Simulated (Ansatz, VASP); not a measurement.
**One calculation of H6Pb, two programs**

```
CELL_PARAMETERS angstrom
0.00000 3.08467 3.08467
3.08467 0.00000 3.08467
3.08467 3.08467 0.00000
ATOMIC_POSITIONS crystal
H 0.50000 0.50000 0.00000
H 0.50000 0.00000 0.50000
H 0.00000 0.00000 0.50000
H 0.00000 0.50000 0.00000
H 0.00000 0.50000 0.50000
H 0.50000 0.00000 0.00000
Pb 0.00000 0.00000 0.00000
```

Change from the starting cell: species swapped into the Zn6Mo type (Fm-3m, No. 225).

Alike in both runs: functional PBE; k mesh 6 × 6 × 6; occupations gaussian, width 0.1 eV; no spin polarisation.

Ansatz relaxed the structure, and its values are those at the end. VASP's run is a single point on that final structure, the one shown.

|  | VASP | Ansatz |
| --- | --- | --- |
| version | VASP 6.6.1 | Ansatz 0.2.0 |
| potentials or method | VASP PAW PBE potentials, release 64 (H, Pb_d), cutoff 500 eV | scalar-relativistic, plane waves, PAW |
| valence electrons in the cell | 20 | 20 |

|  | VASP | Ansatz | Ansatz less VASP |
| --- | --- | --- | --- |
| gap on the k mesh at the Fermi level (eV) | none | none | - |
| pressure (GPa) | -0.2 | 0.0 | +0.17 |

A gap of «none» marks a metal or a gap that the smearing closes. With one functional, cell and mesh, what is left measures potentials, basis and numerics.

Neither program's run includes spin-orbit coupling.
